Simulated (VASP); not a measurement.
AlN (zincblende type):

```
Al N
1.0
     0.00000    2.15443    2.15443
     2.15443    0.00000    2.15443
     2.15443    2.15443    0.00000
Al N
1 1
Direct
  0.00000 0.00000 0.00000
  0.25000 0.25000 0.25000
```

| Item | Value |
| --- | --- |
| Program | VASP 6.6.1 |
| Task | relaxation of cell and atoms |
| Functional | PBEsol |
| Potentials or basis | VASP PAW PBE potentials, release 64 (Al, N) |
| Cutoff | 600 eV |
| k mesh | 15 × 15 × 15 |
| Occupations | fermi-dirac, width 0.08 eV |
| Spin | no spin polarisation |

At the start: pressure 10.4 GPa; volume 10.00 Å³/atom.

**Question.** How do energy, volume and symmetry change on relaxing?

**Answer.** Over 3 steps the energy falls by 15.0 meV/atom and the volume is 10.48 Å³/atom (+4.8 %); space group F-43m (No. 216, to 0.05 Å).

The path:
```tsv
step	energy change (eV)	largest force (eV/Å)	pressure (GPa)	volume (Å³)
1	0.0000	0.0000	10.38	20.00
2	-0.0036	0.0000	-8.35	21.93
3	-0.0299	0.0000	-0.04	20.97
```

Final structure:
```yaml
crystal:
  lattice:
    - [0.00000, 2.18864, 2.18864]
    - [2.18864, 0.00000, 2.18864]
    - [2.18864, 2.18864, 0.00000]
  atoms:
    - { symbol: Al, position: [0.00000, 0.00000, 0.00000] }
    - { symbol: N, position: [0.25000, 0.25000, 0.25000] }
```

Caveat: the PAW data sets were made with another functional, which shifts forces and pressure a little.
